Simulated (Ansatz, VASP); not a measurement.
## One calculation of In, two programs

```
CELL_PARAMETERS angstrom
0.00000 2.36700 2.36700
2.36700 0.00000 2.36700
2.36700 2.36700 0.00000
ATOMIC_POSITIONS crystal
In 0.00000 0.00000 0.00000
```

Alike in both runs: task single point; functional PBE; k mesh 8 × 8 × 8; occupations gaussian, width 0.05 eV; no spin polarisation.

|  | VASP | Ansatz |
| --- | --- | --- |
| version | VASP 6.6.1 | Ansatz 0.2.0 |
| potentials or method | VASP PAW PBE potentials, release 64 (In_d), cutoff 500 eV | scalar-relativistic, plane waves, PAW |
| valence electrons in the cell | 13 | 13 |

```csv
,VASP,Ansatz,Ansatz less VASP
gap on the k mesh at the Fermi level (eV),none,none,-
pressure (GPa),1.4,1.5,+0.04
```

A gap of «none» marks a metal or a gap that the smearing closes.
